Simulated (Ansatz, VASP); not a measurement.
# Te2Mo in VASP and in Ansatz

```
CELL_PARAMETERS angstrom
3.50388 0.00000 0.00000
-1.75194 3.03445 0.00000
0.00000 0.00000 24.76772
ATOMIC_POSITIONS crystal
Te 0.33333 0.66667 0.18169
Te 0.33333 0.66667 0.32841
Te 0.66667 0.33333 0.46689
Te 0.66667 0.33333 0.61361
Mo 0.66667 0.33333 0.25505
Mo 0.00000 0.00000 0.54025
```

Alike in both runs: task single point; functional PBE; dispersion D3(BJ); k mesh 9 × 9 × 1; occupations gaussian, width 0.05 eV; no spin polarisation.

```csv
,VASP,Ansatz
version,VASP 6.6.1,Ansatz 0.2.0
potentials or method,"VASP PAW PBE potentials, release 64 (Te, Mo_sv), cutoff 520 eV","scalar-relativistic, plane waves, PAW"
valence electrons in the cell,52,92
```

VASP gave:

* gap on the k mesh at the Fermi level (eV): 1.08
* least direct gap on the mesh (eV): 1.13
* rms of the force components (eV/Å): 0.024

Q: Estimate Ansatz's values.

A: gap on the k mesh at the Fermi level (eV): 1.07; least direct gap on the mesh (eV): 1.13; rms of the force components (eV/Å): 0.021.

VASP's potentials hold 52 valence electrons a cell and Ansatz's 92, so a difference there can come from the potentials and not from the codes.

Neither program's run includes spin-orbit coupling.
